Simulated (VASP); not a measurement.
Wanted: the native input for a VASP 6.6.1 run.

* Task: single point
* Functional: PBE
* Dispersion: D3(BJ)
* Potentials or basis: VASP PAW PBE potentials, release 64 (Ti_sv, Si, H)
* Cutoff: 520 eV
* k mesh: 7 × 7 × 1
* Occupations: gaussian, width 0.1 eV
* Spin: no spin polarisation
* Dipole correction: yes
* Further INCAR settings: LREAL = Auto; ALGO = Normal; EDIFF = 1e-06; NBANDS = 64

The structure of Ti5Si10H lies in POSCAR:

```
Ti5Si10H
1.0
    4.7035829134      0.0000000000      0.0000000000
   -2.3206826702      4.0912252649      0.0000000000
    0.0000000000      0.0000000000     27.4614611160
Ti Si H
5 10 1
Direct
    0.5000000000      0.0000000000      0.3095246813
    0.0000000000      0.0000000000      0.3865550065
   -0.0007564916      0.4980354214      0.4641584267
    0.5035341139      0.4987508720      0.5424615927
    0.4969821733      0.0124002598      0.6194024747
    0.1634549967      0.3365450033      0.3095246813
    0.8365450033      0.6634549967      0.3095246813
    0.3365450033      0.6634549967      0.3865550065
    0.6634549967      0.3365450033      0.3865550065
    0.6617385918      0.8355994805      0.4643220905
    0.3385512015      0.1607132933      0.4643909642
    0.8381420391      0.1606469056      0.5415820825
    0.1659436027      0.8351067858      0.5412459611
    0.1538854982      0.3647407287      0.6178920555
    0.8355593587      0.6681130378      0.6219932916
    0.6306059874      0.3847472366      0.6638871079
```

These files were run (other wordings do the same):

INCAR

```
ALGO = Normal
DIPOL = 0.5 0.5 0.477
EDIFF = 1E-6
ENCUT = 520
GGA = PE
IDIPOL = 3
ISIF = 2
ISMEAR = 0
IVDW = 12
LASPH = True
LCHARG = False
LDIPOL = True
LREAL = Auto
LWAVE = False
NBANDS = 64
NELM = 60
PREC = Accurate
SIGMA = 0.1
```

KPOINTS

```
k-points
0
Gamma
  7 7 1
```

Potentials or basis: VASP PAW PBE potentials, release 64 (Ti_sv, Si, H).

Command:

```sh
$ cat potpaw_PBE.64/Ti_sv/POTCAR potpaw_PBE.64/Si/POTCAR potpaw_PBE.64/H/POTCAR > POTCAR
$ mpirun -np 1 vasp_std > vasp.out
```

Results of the run:

- Largest force: 0.384 eV/Å
- Band gap on the k mesh: zero (an odd number of electrons rules out a gap without spin polarisation)
- Dispersion energy per atom: -0.413 eV

Caveat: an odd number of electrons without spin polarisation forces a metal; a magnetic or distorted state may lie lower.

Wall time 38 min on 1 thread of Intel(R) Xeon(R) 6975P-C (Granite Rapids), on a shared host, peak memory 0.87 GiB.
